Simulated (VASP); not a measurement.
# GeW (CsCl type) (Pm-3m) in VASP: a series of runs, part 2 of 2

VASP 6.6.1. Earlier steps stand in the parts before.

**4. Relaxation of cell and atoms, PBE, target pressure 340 GPa, at which the enthalpy is minimised**

INCAR

```
SYSTEM = GeW
ALGO = Normal
EDIFF = 1E-6
EDIFFG = -0.005
ENCUT = 600
GGA = PE
IBRION = 2
ISIF = 3
ISMEAR = -1
LASPH = .TRUE.
LCHARG = .FALSE.
LREAL = .FALSE.
LWAVE = .FALSE.
NELM = 60
NSW = 32
PREC = Accurate
PSTRESS = 3400.0
SIGMA = 0.05
```

KPOINTS

```
k-points
0
G
  15 15 15
  0 0 0
```

POSCAR

```
GeW
1.0
    2.6325545669      0.0000000000      0.0000000000
    0.0000000000      2.6325545669      0.0000000000
    0.0000000000      0.0000000000      2.6325545669
W Ge
1 1
Direct
    0.0000000000      0.0000000000      0.0000000000
    0.5000000000      0.5000000000      0.5000000000
```

Potentials or basis: VASP PAW PBE potentials, release 64 (W_sv, Ge_d).

Started as:

```console
$ cat potpaw_PBE.64/W_sv/POTCAR potpaw_PBE.64/Ge_d/POTCAR > POTCAR
$ mpirun -np 1 vasp_std > vasp.out
```

OUTCAR:

```text
SYSTEM = GeW
   EDIFF = 1E-6
   EDIFFG = -0.005
   ENCUT = 600
   GGA = PE
   IBRION = 2
   ISIF = 3
   ISMEAR = -1
   LASPH = .TRUE.
   LREAL = .FALSE.
   NELM = 60
   NSW = 32
   PREC = Accurate
   PSTRESS = 3400.0

 ion  position               nearest neighbor table
   1  0.000  0.000  0.000-   2 2.28   2 2.28   2 2.28   2 2.28   2 2.28   2 2.28   2 2.28   2 2.28

   2  0.500  0.500  0.500-   1 2.28   1 2.28   1 2.28   1 2.28   1 2.28   1 2.28   1 2.28   1 2.28

  LATTYP: Found a simple cubic cell.
 ALAT       =     2.6325545669

  Lattice vectors:

 A1 = (   2.6325545669,   0.0000000000,   0.0000000000)
 A2 = (   0.0000000000,   2.6325545669,   0.0000000000)
 A3 = (   0.0000000000,   0.0000000000,   2.6325545669)

Analysis of symmetry for initial positions (statically):
=====================================================================
 Subroutine PRICEL returns:
 Original cell was already a primitive cell.

 Routine SETGRP: Setting up the symmetry group for a
 simple cubic supercell.

 Subroutine GETGRP returns: Found 48 space group operations
 (whereof 48 operations were pure point group operations)
[... 168 lines left out ...]

  FORCE on cell =-STRESS in cart. coord.  units (eV):
  Direction    XX          YY          ZZ          XY          YZ          ZX
  --------------------------------------------------------------------------------------
  -------------------------------------------------------------------------------------
  Total       39.4144210     39.4144210     39.4144210      0.0000000      0.0000000      0.0000000
  in kB     3461.2549333   3461.2549333   3461.2549333      0.0000000      0.0000000      0.0000000
  external PRESSURE =      61.2549333 kB  Pullay stress =    3400.0000000 kB
[... 63 lines left out ...]
--------------------------------------- Ionic step        3  -------------------------------------------

 number of electron      28.0000006 magnetization

 Free energy of the ion-electron system (eV)
  ---------------------------------------------------
  ext. energy  EPLUGINS =         0.00000000
  ---------------------------------------------------
  free energy    TOTEN  =        -8.28359683 eV

  energy without entropy =       -8.27164881  energy(sigma->0) =       -8.27762282

 E-fermi :  19.1390     XC(G=0): -16.3080

 val. band max:       19.1345353548   @ k =   0.4667   0.3333   0.0667
 cond. band min:      19.1521595127   @ k =   0.4000   0.2000   0.2000
 fundamental gap:      0.0176241579
 Fermi energy:        19.1389767328

 k-point     1 :       0.0000    0.0000    0.0000
  band No.  band energies     occupation
      1     -54.2650      2.00000
      2     -18.4488      2.00000
      3     -18.4488      2.00000
      4     -18.4488      2.00000
      5      -6.8310      2.00000
      6      -6.8310      2.00000
[... 481 lines left out ...]
      5      -6.7022      2.00000
      6      -6.5477      2.00000
[... 10 lines left out ...]
     17      27.1722      0.00000
     18      29.5064      0.00000

 [... further k-points ...]

------------------------ aborting loop because EDIFF is reached ----------------------------------------

  FORCE on cell =-STRESS in cart. coord.  units (eV):
  Direction    XX          YY          ZZ          XY          YZ          ZX
  --------------------------------------------------------------------------------------
  -------------------------------------------------------------------------------------
  Total       38.8832370     38.8832370     38.8832370     -0.0000000      0.0000000     -0.0000000
  in kB     3399.2650745   3399.2650745   3399.2650745     -0.0000000      0.0000000     -0.0000000
  external PRESSURE =      -0.7349255 kB  Pullay stress =    3400.0000000 kB
[... 21 lines left out ...]
  energy  without entropy=       -8.2716488053  energy(sigma->0) =       -8.27762282

  enthalpy is  TOTEN    =        30.6080467280 eV   P V=       38.8916435563

 reached required accuracy - stopping structural energy minimisation
```

OSZICAR:

```text
N       E                     dE             d eps       ncg     rms          rms(c)
DAV:   1     0.200346642767E+03    0.20035E+03   -0.15634E+04  4972   0.438E+03
[... 25 lines left out ...]
DAV:   2    -0.840160898381E+01    0.41972E+00   -0.60879E-01  5570   0.168E+01    0.340E+00
DAV:   3    -0.829606032923E+01    0.10555E+00   -0.16225E-01  5638   0.864E+00    0.165E+00
DAV:   4    -0.828427132971E+01    0.11789E-01   -0.18475E-02  5658   0.193E+00    0.624E-01
DAV:   5    -0.828359743593E+01    0.67389E-03   -0.38939E-03  4666   0.826E-01    0.283E-01
DAV:   6    -0.828360301718E+01   -0.55813E-05   -0.20603E-04  5386   0.263E-01    0.253E-02
DAV:   7    -0.828359724187E+01    0.57753E-05   -0.17016E-05  5298   0.115E-01    0.210E-02
DAV:   8    -0.828359682833E+01    0.41355E-06   -0.89267E-07  2634   0.192E-02
   3 F= 0.30608047E+02 E0= 0.30614021E+02  d E =-.152509E-02
```

Run time: 99 s. Hardware: 1 thread of AMD EPYC 7R13 (Zen 3), shared host; peak memory 0.16 GiB.

Results:

- Free energy: -8.2836 eV
- Relaxed volume: 9.16 Å³/atom
- Relaxed cell: a = 2.637 Å, b = 2.637 Å, c = 2.637 Å, α = 90.00°, β = 90.00°, γ = 90.00°
- Space group after relaxing (to 0.1 Å): Pm-3m (No. 221)
- Energy change on relaxing (the run minimises the enthalpy): -88.1 meV/atom
- Ionic steps: 3
- Pressure after relaxing: 339.9 GPa
- Band gap on the k mesh: zero (bands 14 and 15 overlap by 7.56 eV)

The path:
```tsv
step	energy change (eV)	largest force (eV/Å)	pressure (GPa)	volume (Å³)
1	0.0000	0.0000	346.13	18.24
2	-1.8264	0.0000	281.10	19.18
3	-0.1763	0.0000	339.93	18.33
```

Final structure:
```cif
data_structure
_symmetry_space_group_name_H-M 'P 1'
_symmetry_Int_Tables_number 1
_cell_length_a 2.6365
_cell_length_b 2.6365
_cell_length_c 2.6365
_cell_angle_alpha 90.000
_cell_angle_beta 90.000
_cell_angle_gamma 90.000
_cell_volume 18.33
loop_
_atom_site_label
_atom_site_type_symbol
_atom_site_fract_x
_atom_site_fract_y
_atom_site_fract_z
_atom_site_occupancy
W1 W 0.00000 0.00000 0.00000 1
Ge1 Ge 0.50000 0.50000 0.50000 1
```

Levels at points of the mesh, in eV from the Fermi level:
```csv
k point,band 10,band 11,band 12,band 13,band 14,band 15,band 16,band 17,band 18
"(0.00, 0.00, 0.00)",-17.77,-6.67,-6.67,2.98,2.98,2.98,3.89,3.89,3.89
```

Caveat: the cell is relaxed towards a set pressure, so the run minimises the enthalpy, not the energy; spin-orbit coupling is left out, which moves the levels of the heavy elements.

**5. Relaxation of cell and atoms, PBE, target pressure 340 GPa, at which the enthalpy is minimised**

This run uses another cell than the first one, of 9.43 Å³/atom.

INCAR

```
PREC = Accurate ; ENCUT = 600
EDIFF = 1E-6 ; ISMEAR = -1
SIGMA = 0.05 ; LREAL = F
LASPH = T ; NELM = 60
ALGO = Normal ; ISIF = 3
LWAVE = F ; LCHARG = F
GGA = PE ; IBRION = 2
NSW = 60 ; EDIFFG = -0.005
PSTRESS = 3400.0
```

KPOINTS

```
regular mesh
0
Gamma
  15 15 15
```

POSCAR

```
GeW
1.0
    2.6616459461      0.0000000000      0.0000000000
    0.0000000000      2.6616459461      0.0000000000
    0.0000000000      0.0000000000      2.6616459461
W Ge
1 1
Direct
    0.0000000000      0.0000000000      0.0000000000
    0.5000000000      0.5000000000      0.5000000000
```

Potentials or basis: VASP PAW PBE potentials, release 64 (W_sv, Ge_d).

Started as:

```console
$ cat potpaw_PBE.64/W_sv/POTCAR potpaw_PBE.64/Ge_d/POTCAR > POTCAR
$ mpirun -np 1 vasp_std > vasp.out
```

OUTCAR:

```text
PREC = Accurate
   ENCUT = 600
   EDIFF = 1E-6
   ISMEAR = -1
   LREAL = F
   LASPH = T
   NELM = 60
   ISIF = 3
   GGA = PE
   IBRION = 2
   NSW = 60
   EDIFFG = -0.005
   PSTRESS = 3400.0

 ion  position               nearest neighbor table
   1  0.000  0.000  0.000-   2 2.31   2 2.31   2 2.31   2 2.31   2 2.31   2 2.31   2 2.31   2 2.31

   2  0.500  0.500  0.500-   1 2.31   1 2.31   1 2.31   1 2.31   1 2.31   1 2.31   1 2.31   1 2.31

  LATTYP: Found a simple cubic cell.
 ALAT       =     2.6616459461

  Lattice vectors:

 A1 = (   2.6616459461,   0.0000000000,   0.0000000000)
 A2 = (   0.0000000000,   2.6616459461,   0.0000000000)
 A3 = (   0.0000000000,   0.0000000000,   2.6616459461)

Analysis of symmetry for initial positions (statically):
=====================================================================
 Subroutine PRICEL returns:
 Original cell was already a primitive cell.

 Routine SETGRP: Setting up the symmetry group for a
 simple cubic supercell.

 Subroutine GETGRP returns: Found 48 space group operations
 (whereof 48 operations were pure point group operations)
 out of a pool of 48 trial point group operations.

The static configuration has the point symmetry O_h .

Analysis of symmetry for dynamics (positions and initial velocities):
=====================================================================
 Subroutine PRICEL returns:
 Original cell was already a primitive cell.

 Routine SETGRP: Setting up the symmetry group for a
 simple cubic supercell.

 Subroutine GETGRP returns: Found 48 space group operations
 (whereof 48 operations were pure point group operations)
 out of a pool of 48 trial point group operations.

The dynamic configuration has the point symmetry O_h .

 Subroutine INISYM returns: Found 48 space group operations
[... 132 lines left out ...]
 maximum number of plane-waves:       655
 NGX is ok and might be reduce to    24
   NGX = 11   NGY = 11   NGZ = 11

--------------------------------------- Ionic step        1  -------------------------------------------

 number of electron      27.9999998 magnetization

 Free energy of the ion-electron system (eV)
  ---------------------------------------------------
  ext. energy  EPLUGINS =         0.00000000
  ---------------------------------------------------
  free energy    TOTEN  =        -9.34281185 eV

  energy without entropy =       -9.33048072  energy(sigma->0) =       -9.33664629

------------------------ aborting loop because EDIFF is reached ----------------------------------------

  FORCE on cell =-STRESS in cart. coord.  units (eV):
  Direction    XX          YY          ZZ          XY          YZ          ZX
  --------------------------------------------------------------------------------------
  -------------------------------------------------------------------------------------
  Total       35.5520086     35.5520086     35.5520086     -0.0000000      0.0000000      0.0000000
  in kB     3020.8131982   3020.8131982   3020.8131982     -0.0000000      0.0000000      0.0000000
  external PRESSURE =    -379.1868018 kB  Pullay stress =    3400.0000000 kB
[... 97 lines left out ...]
  energy  without entropy=       -8.4368551756  energy(sigma->0) =       -8.44286570

  enthalpy is  TOTEN    =        30.6093199362 eV   P V=       39.0581961664

[... ionic steps 4 to 11 ...]

--------------------------------------- Ionic step       12  -------------------------------------------

 number of electron      28.0000006 magnetization

------------------------ aborting loop because EDIFF is reached ----------------------------------------
[... 71 lines left out ...]
--------------------------------------- Ionic step       14  -------------------------------------------

 number of electron      28.0000006 magnetization

 Free energy of the ion-electron system (eV)
  ---------------------------------------------------
  ext. energy  EPLUGINS =         0.00000000
  ---------------------------------------------------
  free energy    TOTEN  =        -8.27922212 eV

  energy without entropy =       -8.26727639  energy(sigma->0) =       -8.27324926

 E-fermi :  19.1415     XC(G=0): -16.3088

 val. band max:       19.1369634777   @ k =   0.4667   0.3333   0.0667
 cond. band min:      19.1547220952   @ k =   0.4000   0.2000   0.2000
 fundamental gap:      0.0177586175
 Fermi energy:        19.1414770744

 k-point     1 :       0.0000    0.0000    0.0000
  band No.  band energies     occupation
      1     -54.2628      2.00000
      2     -18.4465      2.00000
      3     -18.4465      2.00000
      4     -18.4465      2.00000
      5      -6.8294      2.00000
      6      -6.8294      2.00000
[... 481 lines left out ...]
      5      -6.7005      2.00000
      6      -6.5460      2.00000
[... 10 lines left out ...]
     17      27.1757      0.00000
     18      29.5095      0.00000

 [... further k-points ...]

------------------------ aborting loop because EDIFF is reached ----------------------------------------

  FORCE on cell =-STRESS in cart. coord.  units (eV):
  Direction    XX          YY          ZZ          XY          YZ          ZX
  --------------------------------------------------------------------------------------
  -------------------------------------------------------------------------------------
  Total       38.8820303     38.8820303     38.8820303     -0.0000000     -0.0000000     -0.0000000
  in kB     3399.5642468   3399.5642468   3399.5642468     -0.0000000     -0.0000000     -0.0000000
  external PRESSURE =      -0.4357532 kB  Pullay stress =    3400.0000000 kB
[... 21 lines left out ...]
  energy  without entropy=       -8.2672763889  energy(sigma->0) =       -8.27324926

  enthalpy is  TOTEN    =        30.6077920355 eV   P V=       38.8870141588

 reached required accuracy - stopping structural energy minimisation
```

Wall time 3.8 min (1 thread of AMD EPYC 7R13 (Zen 3), shared host); peak memory 0.16 GiB.

Results:

| Property | Result |
| --- | --- |
| Free energy | -8.2792 eV |
| Relaxed volume | 9.16 Å³/atom |
| Relaxed cell | a = 2.636 Å, b = 2.636 Å, c = 2.636 Å, α = 90.00°, β = 90.00°, γ = 90.00° |
| Space group after relaxing (to 0.1 Å) | Pm-3m (No. 221) |
| Energy change on relaxing (the run minimises the enthalpy) | +531.8 meV/atom |
| Ionic steps | 14 |
| Pressure after relaxing | 340.0 GPa |
| Band gap on the k mesh | zero (bands 14 and 15 overlap by 7.56 eV) |

Step by step:
```
step  energy change (eV)  largest force (eV/Å)  pressure (GPa)  volume (Å³)
   1              0.0000                0.0000          302.08        18.86
   2             20.4326                0.0000         1075.37        13.40
   3              0.8939                0.0000          334.10        18.41
   4              1.0206                0.0000          338.25        18.34
   5              1.0740                0.0000          340.29        18.32
   6              1.0514                0.0000          339.51        18.33
   7              1.0530                0.0000          339.60        18.33
   8              1.0580                0.0000          339.91        18.33
   9              1.0581                0.0000          339.86        18.33
  10              1.0587                0.0000          339.84        18.33
  11              1.0598                0.0000          339.87        18.33
  12              1.0621                0.0000          339.89        18.33
  13              1.0666                0.0000          340.22        18.32
  14              1.0636                0.0000          339.96        18.32
```

Final structure:
```
CELL_PARAMETERS angstrom
2.63640 0.00000 0.00000
0.00000 2.63640 0.00000
0.00000 0.00000 2.63640
ATOMIC_POSITIONS crystal
W 0.00000 0.00000 0.00000
Ge 0.50000 0.50000 0.50000
```

Levels at points of the mesh, in eV from the Fermi level:
```tsv
k point	band 10	band 11	band 12	band 13	band 14	band 15	band 16	band 17	band 18
(0.00, 0.00, 0.00)	-17.77	-6.68	-6.68	2.98	2.98	2.98	3.89	3.89	3.89
```

Caveat: the cell is relaxed towards a set pressure, so the run minimises the enthalpy, not the energy; spin-orbit coupling is left out, which moves the levels of the heavy elements.

**6. The runs side by side**

| task | cell | cutoff (eV) | gap on the mesh (eV) | pressure (GPa) |
| --- | --- | --- | --- | --- |
| single point | a = 2.633 Å, 2 atoms | 520 | none | 346.0 |
| single point | a = 2.632 Å, 2 atoms | 520 | none | 347.6 |
| relaxation of cell and atoms | relaxed to 340 GPa from a = 2.633 Å, 2 atoms | 600 | none | 339.9 |
| relaxation of cell and atoms | relaxed to 340 GPa from a = 2.662 Å, 2 atoms | 600 | none | 340.0 |

Alike in all rows: level PBE; potentials or basis VASP PAW PBE potentials, release 64 (W_sv, Ge_d); no spin polarisation; k mesh 15 × 15 × 15; smearing fermi-dirac 0.05 eV.

Caveats: spin-orbit coupling is left out, which moves the levels of the heavy elements; the cell stands under pressure (at least some runs); the cell is relaxed towards a set pressure, so the run minimises the enthalpy, not the energy (at least some runs).

Absolute energies hang on the potentials; compare differences alone.

The gap in the log of VASP goes by the Fermi energy; the results here count the filled bands.